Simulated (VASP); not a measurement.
# InP (Fm-3m) in VASP: notebook

Runs on InP. Level: PBE. Tasks: electric field gradients.

Program: VASP 6.6.1. These are calculated values, not measurements. Logs are shortened: lines on timing, memory, paths and dates and some standing lists are left out, and cuts for length are marked.

## Step 1: The cell of the first run

It takes space group Fm-3m (No. 225, cubic). The conventional cell has a = 5.748 Å, b = 5.748 Å, c = 5.748 Å, α = 90.00°, β = 90.00°, γ = 90.00°. In (site symmetry m-3m) has 6 P at 2.87 Å within 3.8 Å. P (site symmetry m-3m) has 6 In at 2.87 Å within 3.8 Å.

## Step 2: Electric field gradients, PBE (volume scaled by 1.02)

Input file INCAR:

```
PREC     = Accurate       # precision mode
ENCUT    = 520            # plane-wave cutoff, eV
EDIFF    = 1E-8           # SCF threshold, eV
ISMEAR   = -1             # smearing method
SIGMA    = 0.03           # smearing width, eV
LREAL    = False          # projectors in reciprocal space
LASPH    = True           # aspherical terms in the spheres
NELM     = 60             # most SCF steps
ALGO     = Normal         # electronic algorithm
ISIF     = 2              # what is computed and relaxed
LWAVE    = False          # write WAVECAR
LCHARG   = False          # write CHGCAR
GGA      = PE             # functional
LEFG     = True         
NBANDS   = 16             # bands
```

Input file KPOINTS:

```
regular mesh
0
Gamma
  11 11 11
```

Input file POSCAR:

```
InP
1.0
    0.0000000000      2.8739078358      2.8739078358
    2.8739078358      0.0000000000      2.8739078358
    2.8739078358      2.8739078358      0.0000000000
In P
1 1
Direct
    0.0000000000      0.0000000000      0.0000000000
    0.5000000000      0.5000000000      0.5000000000
```

Potentials or basis: VASP PAW PBE potentials, release 64 (In_d, P).

Run with:

```bash
$ cat potpaw_PBE.64/In_d/POTCAR potpaw_PBE.64/P/POTCAR > POTCAR
$ mpirun -np 1 vasp_std > vasp.out
```

OUTCAR:

```text
PREC = Accurate
   ENCUT = 520
   EDIFF = 1E-8
   ISMEAR = -1
   LREAL = False
   LASPH = True
   NELM = 60
   ISIF = 2
   GGA = PE

 ion  position               nearest neighbor table
   1  0.000  0.000  0.000-   2 2.87   2 2.87   2 2.87   2 2.87   2 2.87   2 2.87
   2  0.500  0.500  0.500-   1 2.87   1 2.87   1 2.87   1 2.87   1 2.87   1 2.87

  LATTYP: Found a face centered cubic cell.
 ALAT       =     5.7478156716

  Lattice vectors:

 A1 = (   0.0000000000,   2.8739078358,   2.8739078358)
 A2 = (   2.8739078358,   0.0000000000,   2.8739078358)
 A3 = (   2.8739078358,   2.8739078358,   0.0000000000)

Analysis of symmetry for initial positions (statically):
=====================================================================
 Subroutine PRICEL returns:
 Original cell was already a primitive cell.

 Routine SETGRP: Setting up the symmetry group for a
 face centered cubic supercell.

 Subroutine GETGRP returns: Found 48 space group operations
 (whereof 48 operations were pure point group operations)
 out of a pool of 48 trial point group operations.

The static configuration has the point symmetry O_h .

Analysis of symmetry for dynamics (positions and initial velocities):
=====================================================================
 Subroutine PRICEL returns:
 Original cell was already a primitive cell.

 Routine SETGRP: Setting up the symmetry group for a
 face centered cubic supercell.

 Subroutine GETGRP returns: Found 48 space group operations
 (whereof 48 operations were pure point group operations)
 out of a pool of 48 trial point group operations.

The dynamic configuration has the point symmetry O_h .

 Subroutine INISYM returns: Found 48 space group operations
 (whereof 48 operations are pure point group operations),
 and found     1 'primitive' translations

----------------------------------------------------------------------------------------

                                     Primitive cell

  volume of cell :      47.4732

  direct lattice vectors                    reciprocal lattice vectors
     0.000000000  2.873907836  2.873907836    -0.173979135  0.173979135  0.173979135
     2.873907836  0.000000000  2.873907836     0.173979135 -0.173979135  0.173979135
     2.873907836  2.873907836  0.000000000     0.173979135  0.173979135 -0.173979135

  length of vectors
[... 114 lines left out ...]
  energy-cutoff  :      520.00
  volume of cell :       47.47
 maximum number of plane-waves:      1303
   NGX = 15   NGY = 15   NGZ = 15

 number of electron      18.0000001 magnetization

 Free energy of the ion-electron system (eV)
  ---------------------------------------------------
  ext. energy  EPLUGINS =         0.00000000
  ---------------------------------------------------
  free energy    TOTEN  =        -7.81384910 eV

  energy without entropy =       -7.81112089  energy(sigma->0) =       -7.81248499

 E-fermi :   5.7196     XC(G=0):  -9.8886

 val. band max:        5.6844314263   @ k =  -0.4545   0.0909   0.0000
 cond. band min:       5.7346890555   @ k =   0.4545   0.2727   0.0000
 fundamental gap:      0.0502576292
 Fermi energy:         5.7195848193

 k-point     1 :       0.0000    0.0000    0.0000
  band No.  band energies     occupation
      1      -8.3614      2.00000
      2      -8.3614      2.00000
      3      -8.3484      2.00000
      4      -8.3484      2.00000
      5      -8.3484      2.00000
      6      -5.4981      2.00000
[... 433 lines left out ...]
      3      -8.3452      2.00000
      4      -8.3240      2.00000
      5      -8.3135      2.00000
      6      -4.5806      2.00000
[... 8 lines left out ...]
     15      15.3052      0.00000
     16      16.4226      0.00000

 [... further k-points ...]
[... 5 lines left out ...]
  --------------------------------------------------------------------------------------
  -------------------------------------------------------------------------------------
  Total       -1.8497209     -1.8497209     -1.8497209     -0.0000000      0.0000000     -0.0000000
  in kB      -62.4263994    -62.4263994    -62.4263994     -0.0000000      0.0000000     -0.0000000
  external PRESSURE =     -62.4263994 kB  Pullay stress =       0.0000000 kB

 VOLUME and BASIS-vectors are now :
 -----------------------------------------------------------------------------
  energy-cutoff  :      520.00
  volume of cell :       47.47
      direct lattice vectors                 reciprocal lattice vectors
     0.000000000  2.873907836  2.873907836    -0.173979135  0.173979135  0.173979135
     2.873907836  0.000000000  2.873907836     0.173979135 -0.173979135  0.173979135
     2.873907836  2.873907836  0.000000000     0.173979135  0.173979135 -0.173979135

 POSITION                                       TOTAL-FORCE (eV/Angst)
 -----------------------------------------------------------------------------------
      0.00000      0.00000      0.00000        -0.000000     -0.000000     -0.000000
      2.87391      2.87391      2.87391         0.000000      0.000000      0.000000
 -----------------------------------------------------------------------------------
    total drift:                               -0.000000      0.000000      0.000000

  FREE ENERGIE OF THE ION-ELECTRON SYSTEM (eV)
  ---------------------------------------------------
  free  energy   TOTEN  =        -7.8138490992 eV

  energy  without entropy=       -7.8111208874  energy(sigma->0) =       -7.81248499

 Electric field gradients (V/A^2)
---------------------------------------------------------------------
 ion       V_xx      V_yy      V_zz      V_xy      V_xz      V_yz
---------------------------------------------------------------------
   1      -0.000    -0.000    -0.000    -0.002    -0.002    -0.002
   2      -0.000     0.000     0.000     0.000     0.000     0.000
---------------------------------------------------------------------

 Electric field gradients after diagonalization (V/A^2)
 (convention: |V_zz| > |V_xx| > |V_yy|)
----------------------------------------------------------------------
 ion       V_xx      V_yy      V_zz     asymmetry (V_yy - V_xx)/ V_zz
----------------------------------------------------------------------
   1       0.002     0.002    -0.004       0.000
   2      -0.000    -0.000     0.000       0.000
----------------------------------------------------------------------

           NMR quadrupolar parameters

 Cq : quadrupolar parameter    Cq=e*Q*V_zz/h
 eta: asymmetry parameters     (V_yy - V_xx)/ V_zz
 Q  : nuclear electric quadrupole moment in mb (millibarn)
----------------------------------------------------------------------
 ion       Cq(MHz)       eta       Q (mb)
----------------------------------------------------------------------
   1      -0.000       0.000       1.000
   2       0.000       0.000       1.000
----------------------------------------------------------------------
```

OSZICAR:

```text
N       E                     dE             d eps       ncg     rms          rms(c)
DAV:   1     0.104947112539E+03    0.10495E+03   -0.84311E+03  1808   0.127E+03
DAV:   2    -0.148618514400E+01   -0.10643E+03   -0.10198E+03  1968   0.291E+02
DAV:   3    -0.792831467283E+01   -0.64421E+01   -0.63692E+01  2376   0.687E+01
DAV:   4    -0.808795963953E+01   -0.15964E+00   -0.15958E+00  2336   0.115E+01
DAV:   5    -0.809522230721E+01   -0.72627E-02   -0.72625E-02  2608   0.206E+00    0.395E+00
DAV:   6    -0.781741805751E+01    0.27780E+00   -0.53711E-01  2728   0.104E+01    0.221E+00
DAV:   7    -0.781355537681E+01    0.38627E-02   -0.59249E-02  2424   0.172E+00    0.103E+00
DAV:   8    -0.781369803791E+01   -0.14266E-03   -0.50968E-03  2248   0.786E-01    0.857E-02
DAV:   9    -0.781380227313E+01   -0.10424E-03   -0.33187E-04  2608   0.242E-01    0.663E-02
DAV:  10    -0.781383841836E+01   -0.36145E-04   -0.42882E-05  2144   0.508E-02    0.209E-02
DAV:  11    -0.781384880278E+01   -0.10384E-04   -0.95585E-06  2344   0.220E-02    0.493E-03
DAV:  12    -0.781384922762E+01   -0.42485E-06   -0.96751E-07  2256   0.125E-02    0.269E-03
DAV:  13    -0.781384913345E+01    0.94167E-07   -0.61785E-08  2424   0.351E-03    0.130E-03
DAV:  14    -0.781384909626E+01    0.37199E-07   -0.41713E-08  2080   0.138E-03    0.297E-04
DAV:  15    -0.781384909917E+01   -0.29161E-08   -0.70957E-10  1392   0.248E-04
   1 F= -.78138491E+01 E0= -.78124850E+01  d E =-.272821E-02
```

stdout:

```text
POSCAR found type information on POSCAR InP
 POSCAR found :  2 types and       2 ions
 scaLAPACK will be used
 LDA part: xc-table for (Slater+PW92), standard interpolation
 POSCAR, INCAR and KPOINTS ok, starting setup
 FFT: planning ... GRIDC
 FFT: planning ... GRID_SOFT
 FFT: planning ... GRID
 WAVECAR not read
 entering main loop
ion   1

ion   2
```

Run time: 58 s. Hardware: 1 thread of Intel Xeon 6975P-C, shared host; peak memory 0.19 GiB.

Results:

| Property | Result |
| --- | --- |
| Free energy | -7.8138 eV |
| Pressure | -6.2 GPa |
| Band gap on the k mesh | zero (band 9 reaches 6.02 eV, above the bottom of band 10 at 3.79 eV) |

Levels at points of the mesh, in eV from the Fermi level:
| k point | band 6 | band 7 | band 8 | band 9 | band 10 | band 11 | band 12 | band 13 |
| --- | --- | --- | --- | --- | --- | --- | --- | --- |
| (0.00, 0.00, 0.00) | -11.22 | -0.29 | -0.19 | -0.19 | -0.19 | 7.10 | 7.10 | 7.10 |

Caveat: without QUAD_EFG the Cq values of the log hold for a quadrupole moment of 1 mb, not for the nuclei; spin-orbit coupling is left out, which moves the levels of the heavy elements.

## Step 3: Electric field gradients, PBE (volume scaled by 1.04)

Input file INCAR:

```
SYSTEM = InP
ALGO = Normal
EDIFF = 1E-8
ENCUT = 520
GGA = PE
ISIF = 2
ISMEAR = -1
LASPH = .TRUE.
LCHARG = .FALSE.
LEFG = .TRUE.
LREAL = .FALSE.
LWAVE = .FALSE.
NBANDS = 16
NELM = 80
PREC = Accurate
SIGMA = 0.03
```

Input file KPOINTS:

```
k-points
0
G
  11 11 11
  0 0 0
```

Input file POSCAR:

```
InP
1.0
    0.0000000000      2.8925700979      2.8925700979
    2.8925700979      0.0000000000      2.8925700979
    2.8925700979      2.8925700979      0.0000000000
In P
1 1
Direct
    0.0000000000      0.0000000000      0.0000000000
    0.5000000000      0.5000000000      0.5000000000
```

Potentials or basis: VASP PAW PBE potentials, release 64 (In_d, P).

Run with:

```bash
$ cat potpaw_PBE.64/In_d/POTCAR potpaw_PBE.64/P/POTCAR > POTCAR
$ mpirun -np 1 vasp_std > vasp.out
```

OUTCAR:

```text
SYSTEM = InP
   EDIFF = 1E-8
   ENCUT = 520
   GGA = PE
   ISIF = 2
   ISMEAR = -1
   LASPH = .TRUE.
   LREAL = .FALSE.
   NELM = 80
   PREC = Accurate

 ion  position               nearest neighbor table
   1  0.000  0.000  0.000-   2 2.89   2 2.89   2 2.89   2 2.89   2 2.89   2 2.89
   2  0.500  0.500  0.500-   1 2.89   1 2.89   1 2.89   1 2.89   1 2.89   1 2.89

  LATTYP: Found a face centered cubic cell.
 ALAT       =     5.7851401958

  Lattice vectors:

 A1 = (   0.0000000000,   2.8925700979,   2.8925700979)
 A2 = (   2.8925700979,   0.0000000000,   2.8925700979)
 A3 = (   2.8925700979,   2.8925700979,   0.0000000000)

Analysis of symmetry for initial positions (statically):
=====================================================================
 Subroutine PRICEL returns:
 Original cell was already a primitive cell.

 Routine SETGRP: Setting up the symmetry group for a
 face centered cubic supercell.

[... 644 lines left out ...]
      direct lattice vectors                 reciprocal lattice vectors
     0.000000000  2.892570098  2.892570098    -0.172856658  0.172856658  0.172856658
     2.892570098  0.000000000  2.892570098     0.172856658 -0.172856658  0.172856658
     2.892570098  2.892570098  0.000000000     0.172856658  0.172856658 -0.172856658

 POSITION                                       TOTAL-FORCE (eV/Angst)
 -----------------------------------------------------------------------------------
      0.00000      0.00000      0.00000         0.000000      0.000000      0.000000
      2.89257      2.89257      2.89257         0.000000      0.000000     -0.000000
 -----------------------------------------------------------------------------------
    total drift:                               -0.000000      0.000000      0.000000

  FREE ENERGIE OF THE ION-ELECTRON SYSTEM (eV)
  ---------------------------------------------------
  free  energy   TOTEN  =        -7.7756480349 eV

  energy  without entropy=       -7.7727796967  energy(sigma->0) =       -7.77421387

 Electric field gradients (V/A^2)
---------------------------------------------------------------------
 ion       V_xx      V_yy      V_zz      V_xy      V_xz      V_yz
---------------------------------------------------------------------
   1       0.000    -0.000     0.000    -0.002    -0.002    -0.002
   2      -0.000    -0.000     0.000     0.000     0.000     0.000
---------------------------------------------------------------------

 Electric field gradients after diagonalization (V/A^2)
 (convention: |V_zz| > |V_xx| > |V_yy|)
----------------------------------------------------------------------
 ion       V_xx      V_yy      V_zz     asymmetry (V_yy - V_xx)/ V_zz
----------------------------------------------------------------------
   1       0.002     0.002    -0.004       0.000
   2      -0.000    -0.000     0.000       0.000
----------------------------------------------------------------------

           NMR quadrupolar parameters

 Cq : quadrupolar parameter    Cq=e*Q*V_zz/h
 eta: asymmetry parameters     (V_yy - V_xx)/ V_zz
 Q  : nuclear electric quadrupole moment in mb (millibarn)
----------------------------------------------------------------------
 ion       Cq(MHz)       eta       Q (mb)
----------------------------------------------------------------------
   1      -0.000       0.000       1.000
   2       0.000       0.000       1.000
----------------------------------------------------------------------
```

OSZICAR:

```text
N       E                     dE             d eps       ncg     rms          rms(c)
DAV:   1     0.107473269487E+03    0.10747E+03   -0.83669E+03  1816   0.129E+03
DAV:   2    -0.990371521206E+00   -0.10846E+03   -0.10372E+03  1992   0.296E+02
DAV:   3    -0.786977790954E+01   -0.68794E+01   -0.67895E+01  2408   0.720E+01
DAV:   4    -0.804517975380E+01   -0.17540E+00   -0.17533E+00  2240   0.118E+01
DAV:   5    -0.805330309316E+01   -0.81233E-02   -0.81231E-02  2744   0.224E+00    0.383E+00
DAV:   6    -0.777853735083E+01    0.27477E+00   -0.53912E-01  2672   0.102E+01    0.214E+00
DAV:   7    -0.777531596508E+01    0.32214E-02   -0.57185E-02  2360   0.165E+00    0.100E+00
DAV:   8    -0.777549727679E+01   -0.18131E-03   -0.51025E-03  2224   0.779E-01    0.848E-02
DAV:   9    -0.777559846098E+01   -0.10118E-03   -0.35978E-04  2600   0.247E-01    0.671E-02
DAV:  10    -0.777563683825E+01   -0.38377E-04   -0.45558E-05  2176   0.503E-02    0.212E-02
DAV:  11    -0.777564776992E+01   -0.10932E-04   -0.99986E-06  2352   0.210E-02    0.425E-03
DAV:  12    -0.777564817624E+01   -0.40633E-06   -0.10237E-06  2232   0.131E-02    0.254E-03
DAV:  13    -0.777564807121E+01    0.10503E-06   -0.72130E-08  2376   0.414E-03    0.132E-03
DAV:  14    -0.777564803114E+01    0.40071E-07   -0.47228E-08  2112   0.155E-03    0.241E-04
DAV:  15    -0.777564803489E+01   -0.37558E-08   -0.87260E-10  1408   0.271E-04
   1 F= -.77756480E+01 E0= -.77742139E+01  d E =-.286834E-02
```

stdout:

```text
POSCAR found type information on POSCAR InP
 POSCAR found :  2 types and       2 ions
 scaLAPACK will be used
 LDA part: xc-table for (Slater+PW92), standard interpolation
 POSCAR, INCAR and KPOINTS ok, starting setup
 FFT: planning ... GRIDC
 FFT: planning ... GRID_SOFT
 FFT: planning ... GRID
 WAVECAR not read
 entering main loop
ion   1

ion   2
```

It used 42 s of CPU time on 1 thread of Intel Xeon 6975P-C, on a shared host.

Results:

| Property | Result |
| --- | --- |
| Free energy | -7.7756 eV |
| Pressure | -7.0 GPa |
| Band gap on the k mesh | zero (band 9 reaches 5.80 eV, above the bottom of band 10 at 3.63 eV) |

Levels at points of the mesh, in eV from the Fermi level:
```csv
k point,band 6,band 7,band 8,band 9,band 10,band 11,band 12,band 13
"(0.00, 0.00, 0.00)",-11.09,-0.42,-0.17,-0.17,-0.17,7.09,7.09,7.09
```

Caveat: without QUAD_EFG the Cq values of the log hold for a quadrupole moment of 1 mb, not for the nuclei; spin-orbit coupling is left out, which moves the levels of the heavy elements.
